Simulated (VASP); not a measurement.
# CdS (P1) in VASP: single point with PBE

Aim: the single point of CdS with PBE.

All numbers are computed with VASP 6.6.1; they aren't measurements. Logs are shortened: lines on timing, memory, paths and dates and some standing lists are left out, and cuts for length are marked.

**1. The cell of the first run**

The typed cell holds 4 atoms: a = 4.136 Å, b = 4.189 Å, c = 6.751 Å, α = 90.62°, β = 91.71°, γ = 121.27°.

**2. Single point, PBE (equal xy, yz and zx shear strains of -3 %)**

INCAR

```
PREC = Accurate
ENCUT = 520
EDIFF = 1E-6
ISMEAR = -1
SIGMA = 0.01
LREAL = False
LASPH = True
NELM = 80
ALGO = Normal
ISIF = 2
LWAVE = False
LCHARG = False
GGA = PE
NBANDS = 26
```

KPOINTS

```
Automatic mesh
0
Gamma
  7 7 4
```

POSCAR

```
CdS
1.0
    4.1347992034     -0.0620219880     -0.0620219880
   -2.1211122190      3.6118521437     -0.0227016232
   -0.1012350000     -0.1012350000      6.7490000000
Cd S
2 2
Direct
    0.3333333333      0.6666666667      0.0000000000
    0.6666666667      0.3333333333      0.5000000000
    0.3333333333      0.6666666667      0.3850000000
    0.6666666667      0.3333333333      0.8850000000
```

Potentials or basis: VASP PAW PBE potentials, release 64 (Cd, S).

Started as:

```console
$ cat potpaw_PBE.64/Cd/POTCAR potpaw_PBE.64/S/POTCAR > POTCAR
$ mpirun -np 1 vasp_std > vasp.out
```

OUTCAR:

```text
PREC = Accurate
   ENCUT = 520
   EDIFF = 1E-6
   ISMEAR = -1
   LREAL = False
   LASPH = True
   NELM = 80
   ISIF = 2
   GGA = PE

 ion  position               nearest neighbor table
   1  0.333  0.667  0.000-   4 2.45   4 2.53   4 2.55   3 2.60
   2  0.667  0.333  0.500-   3 2.49   3 2.51   3 2.53   4 2.60
   3  0.333  0.667  0.385-   2 2.49   2 2.51   2 2.53   1 2.60
   4  0.667  0.333  0.885-   1 2.45   1 2.53   1 2.55   2 2.60

  LATTYP: Found a triclinic cell.
 ALAT       =     4.0820837198
 B/A-ratio  =     1.0131417463
 C/A-ratio  =     1.6536942448
 COS(alpha) =     0.0297616073
 COS(beta)  =     0.0411893907
 COS(gamma) =     0.4804578458

  Lattice vectors:

 A1 = (   2.0136869844,   3.5498301557,  -0.0847236112)
 A2 = (   4.1347992034,  -0.0620219880,  -0.0620219880)
 A3 = (   0.1012350000,   0.1012350000,  -6.7490000000)

Analysis of symmetry for initial positions (statically):
=====================================================================
 Subroutine PRICEL returns:
 Original cell was already a primitive cell.

 Routine SETGRP: Setting up the symmetry group for a
 triclinic supercell.

 Subroutine GETGRP returns: Found  1 space group operations
 (whereof  1 operations were pure point group operations)
 out of a pool of  2 trial point group operations.

The static configuration has the point symmetry C_1 .

Analysis of symmetry for dynamics (positions and initial velocities):
=====================================================================
 Subroutine PRICEL returns:
 Original cell was already a primitive cell.

 Routine SETGRP: Setting up the symmetry group for a
 triclinic supercell.

 Subroutine GETGRP returns: Found  1 space group operations
 (whereof  1 operations were pure point group operations)
 out of a pool of  2 trial point group operations.

The dynamic configuration has the point symmetry C_1 .

 Subroutine INISYM returns: Found  1 space group operations
 (whereof  1 operations are pure point group operations),
 and found     1 'primitive' translations

----------------------------------------------------------------------------------------

                                     Primitive cell

  volume of cell :      99.8580

  direct lattice vectors                    reciprocal lattice vectors
     4.134799203 -0.062021988 -0.062021988     0.244087601  0.143380491  0.005812021
    -2.121112219  3.611852144 -0.022701623     0.004254695  0.279391634  0.004254695
    -0.101235000 -0.101235000  6.749000000     0.002257429  0.002257429  0.148237822

  length of vectors
     4.135729429  4.188688138  6.750518354     0.283143959  0.279456419  0.148272195

  position of ions in fractional coordinates (direct lattice)
     0.333333333  0.666666667  0.000000000
     0.666666667  0.333333333  0.500000000
     0.333333333  0.666666667  0.385000000
     0.666666667  0.333333333  0.885000000

  ion indices of the primitive-cell ions
   primitive index   ion index
                 1           1
                 2           2
                 3           3
                 4           4

----------------------------------------------------------------------------------------

 KPOINTS: Automatic mesh

Automatic generation of k-mesh.
 Grid dimensions read from file:
 generate k-points for:    7    7    4

 Generating k-lattice:

  Cartesian coordinates                     Fractional coordinates (reciprocal lattice)
     0.034869657  0.020482927  0.000830289     0.142857143  0.000000000  0.000000000
     0.000607814  0.039913091  0.000607814    -0.000000000  0.142857143 -0.000000000
     0.000564357  0.000564357  0.037059456     0.000000000  0.000000000  0.250000000

  Length of vectors
     0.040449137  0.039922346  0.037068049

  Shift w.r.t. Gamma in fractional coordinates (k-lattice)
     0.000000000  0.000000000  0.000000000

 Subroutine IBZKPT returns following result:
 ===========================================

 Found     99 irreducible k-points:

 Following reciprocal coordinates:
            Coordinates               Weight
  0.000000  0.000000  0.000000      1.000000
  0.142857  0.000000  0.000000      2.000000
  0.285714  0.000000  0.000000      2.000000
  0.428571  0.000000  0.000000      2.000000
 -0.000000  0.142857  0.000000      2.000000
  0.142857  0.142857  0.000000      2.000000
[... 16 lines left out ...]
 -0.428571  0.428571  0.000000      2.000000
 -0.285714  0.428571 -0.000000      2.000000
 [... further k-points ...]
   k-points           NKPTS =     99   k-points in BZ     NKDIM =     99   number of bands    NBANDS=     26
   number of dos      NEDOS =    301   number of ions     NIONS =      4
   total plane-waves  NPLWV =  51200
   dimension x,y,z NGX =    32 NGY =   32 NGZ =   50
   dimension x,y,z NGXF=    64 NGYF=   64 NGZF=  100
   ions per type =               2   2
   NGX,Y,Z   is equivalent  to a cutoff of  12.86, 12.70, 12.31 a.u.
   NGXF,Y,Z  is equivalent  to a cutoff of  25.73, 25.40, 24.63 a.u.
 SYSTEM =  unknown system
   PREC   = accura    normal or accurate (medium, high low for compatibility)
   ISTART =      0    job   : 0-new  1-cont  2-samecut
   ICHARG =      2    charge: 1-file 2-atom 10-const
   ISPIN  =      1    spin polarized calculation?
   LNONCOLLINEAR =      F non collinear calculations
   LSORBIT =      F    spin-orbit coupling
   LASPH  =      T    aspherical Exc in radial PAW
   ENCUT  =  520.0 eV  38.22 Ry    6.18 a.u.   7.69  7.79 12.55*2*pi/ulx,y,z
   NELM   =     80;   NELMIN=  2; NELMDL= -5     # of ELM steps
   EDIFF  = 0.1E-05   stopping-criterion for ELM
   LREAL  =      F    real-space projection
   EDIFFG = 0.1E-04   stopping-criterion for IOM
   NSW    =      0    number of steps for IOM
   IBRION =     -1    ionic relax: 0-MD 1-quasi-New 2-CG
   NFREE  =      0    steps in history (QN), initial steepest desc. (CG)
   ISIF   =      2    stress and relaxation
   ISYM   =      2    0-nonsym 1-usesym 2-fastsym
   POTIM  = 0.5000    time-step for ionic-motion
   TEBEG  =    0.0;   TEEND  =   0.0 temperature during run
   PSTRESS=    0.0 pullay stress
   NELECT =      36.0000    total number of electrons
   NUPDOWN=      -1.0000    fix difference up-down
   EMIN   =  10.00;   EMAX   =-10.00  energy-range for DOS
   EFERMI =   0.00;   METHOD = LEGACY
   ISMEAR =    -1;   SIGMA  =   0.01  broadening in eV -4-tet -1-fermi 0-gaus
   EFERMI_NEDOS =   21; number of points for ismear=-14 and -15
   IALGO  =     38    algorithm
   IMIX   =      4    mixing-type and parameters
     AMIX     =   0.40;   BMIX     =  1.00
     AMIX_MAG =   1.60;   BMIX_MAG =  1.00
  volume/ion in A,a.u.               =      24.96       168.47
  Fermi-wavevector in a.u.,A,eV,Ry     =   1.165149  2.201812 18.470887  1.357572
  Thomas-Fermi vector in A             =   2.301678
   LORBIT       =      0    0 simple, 1 ext, 2 COOP (PROOUT), +10 PAW based schemes
   GGA     = PE    functional components
[... 5 lines left out ...]
 non-spin polarized calculation
  energy-cutoff  :      520.00
  volume of cell :       99.86
 maximum number of plane-waves:      2707
   NGX = 15   NGY = 15   NGZ = 25

 number of electron      35.9999994 magnetization

 Free energy of the ion-electron system (eV)
  ---------------------------------------------------
  ext. energy  EPLUGINS =         0.00000000
  ---------------------------------------------------
  free energy    TOTEN  =       -12.21396941 eV

  energy without entropy =      -12.21396941  energy(sigma->0) =      -12.21396941

 E-fermi :   1.5744     XC(G=0):  -9.1137

 val. band max:        1.3280663188   @ k =   0.0000   0.0000   0.0000
 cond. band min:       2.4754564618   @ k =   0.0000   0.0000   0.0000
 fundamental gap:      1.1473901430
 Fermi energy:         1.5743753636

 k-point     1 :       0.0000    0.0000    0.0000
  band No.  band energies     occupation
      1     -11.0830      2.00000
      2     -10.6705      2.00000
      3      -6.4645      2.00000
      4      -6.4480      2.00000
      5      -6.3961      2.00000
      6      -6.3811      2.00000
[... 18 lines left out ...]
     25       8.7391      0.00000
     26       9.1345      0.00000

 k-point     2 :       0.1429    0.0000    0.0000
  band No.  band energies     occupation
      1     -11.0086      2.00000
      2     -10.6357      2.00000
      3      -6.4235      2.00000
      4      -6.4107      2.00000
      5      -6.3527      2.00000
      6      -6.3413      2.00000
[... 18 lines left out ...]
     25       8.8546      0.00000
     26       9.1467      0.00000

 k-point     3 :       0.2857    0.0000    0.0000
  band No.  band energies     occupation
      1     -10.8327      2.00000
      2     -10.5661      2.00000
      3      -6.3442      2.00000
      4      -6.3333      2.00000
      5      -6.2406      2.00000
      6      -6.2233      2.00000
[... 18 lines left out ...]
     25       9.4811      0.00000
     26       9.8959      0.00000

 k-point     4 :       0.4286    0.0000    0.0000
  band No.  band energies     occupation
      1     -10.6728      2.00000
      2     -10.5299      2.00000
      3      -6.3092      2.00000
      4      -6.3049      2.00000
      5      -6.1428      2.00000
      6      -6.1334      2.00000
[... 18 lines left out ...]
     25       9.8116      0.00000
     26      11.0666      0.00000

 k-point     5 :      -0.0000    0.1429    0.0000
  band No.  band energies     occupation
      1     -11.0111      2.00000
      2     -10.6368      2.00000
      3      -6.4320      2.00000
      4      -6.4071      2.00000
      5      -6.3619      2.00000
      6      -6.3367      2.00000
[... 18 lines left out ...]
     25       8.7536      0.00000
     26       9.2871      0.00000

 k-point     6 :       0.1429    0.1429    0.0000
  band No.  band energies     occupation
      1     -10.8838      2.00000
      2     -10.5840      2.00000
      3      -6.3672      2.00000
      4      -6.3469      2.00000
      5      -6.2877      2.00000
      6      -6.2660      2.00000
[... 427 lines left out ...]
 k-point    21 :       0.2857    0.4286    0.0000
  band No.  band energies     occupation
      1     -10.6176      2.00000
      2     -10.5361      2.00000
      3      -6.3538      2.00000
      4      -6.2275      2.00000
      5      -6.1604      2.00000
      6      -6.1254      2.00000
[... 18 lines left out ...]
     25       9.6702      0.00000
     26      10.5201      0.00000

 k-point    22 :       0.4286    0.4286    0.0000
  band No.  band energies     occupation
      1     -10.6494      2.00000
      2     -10.5333      2.00000
      3      -6.3442      2.00000
      4      -6.2906      2.00000
      5      -6.1772      2.00000
      6      -6.0865      2.00000
[... 18 lines left out ...]
     25      10.1211      0.00000
     26      10.6792      0.00000

 k-point    23 :      -0.4286    0.4286    0.0000
  band No.  band energies     occupation
      1     -10.7011      2.00000
      2     -10.5359      2.00000
      3      -6.3384      2.00000
      4      -6.3311      2.00000
      5      -6.1893      2.00000
      6      -6.1123      2.00000
[... 18 lines left out ...]
     25       9.7086      0.00000
     26      10.8383      0.00000

 k-point    24 :      -0.2857    0.4286   -0.0000
  band No.  band energies     occupation
      1     -10.7363      2.00000
      2     -10.5415      2.00000
      3      -6.3563      2.00000
      4      -6.3108      2.00000
      5      -6.2080      2.00000
      6      -6.1473      2.00000
[... 18 lines left out ...]
     25       9.3160      0.00000
     26      10.2725      0.00000

 [... further k-points ...]
[... 5 lines left out ...]
  --------------------------------------------------------------------------------------
  -------------------------------------------------------------------------------------
  Total        2.3734026      2.3372182      0.8570050      0.8312508      0.4513161      0.4536967
  in kB       38.0802042     37.4996411     13.7502693     13.3370547      7.2411694      7.2793650
  external PRESSURE =      29.7767049 kB  Pullay stress =       0.0000000 kB

 VOLUME and BASIS-vectors are now :
 -----------------------------------------------------------------------------
  energy-cutoff  :      520.00
  volume of cell :       99.86
      direct lattice vectors                 reciprocal lattice vectors
     4.134799203 -0.062021988 -0.062021988     0.244087601  0.143380491  0.005812021
    -2.121112219  3.611852144 -0.022701623     0.004254695  0.279391634  0.004254695
    -0.101235000 -0.101235000  6.749000000     0.002257429  0.002257429  0.148237822

 POSITION                                       TOTAL-FORCE (eV/Angst)
 -----------------------------------------------------------------------------------
     -0.03581      2.38723     -0.03581         0.362737      0.153754      0.284775
      1.99888      1.11199      3.32558        -0.071083      0.134875      0.270627
     -0.07478      2.34825      2.56256         0.108096     -0.135234     -0.266161
      1.95990      1.07301      5.92395        -0.399751     -0.153395     -0.289241
 -----------------------------------------------------------------------------------
    total drift:                               -0.000048      0.000036     -0.000561

  FREE ENERGIE OF THE ION-ELECTRON SYSTEM (eV)
  ---------------------------------------------------
  free  energy   TOTEN  =       -12.2139694088 eV

  energy  without entropy=      -12.2139694088  energy(sigma->0) =      -12.21396941
```

Run time: 92 s. Hardware: 1 thread of Intel Xeon 6975P-C (Granite Rapids), shared host; peak memory 0.36 GiB.

Results:

- Free energy: -12.2140 eV
- Pressure: 3.0 GPa
- Largest force: 0.517 eV/Å
- Band gap on the k mesh: 1.15 eV, direct

Forces in eV/Å, atoms in the order of the input:
```
Cd   0.363  0.154  0.285
Cd  -0.071  0.135  0.271
S    0.108 -0.135 -0.266
S   -0.400 -0.153 -0.289
```

Caveat: the cell differs from its parent crystal (equal xy, yz and zx shear strains of -3 %).
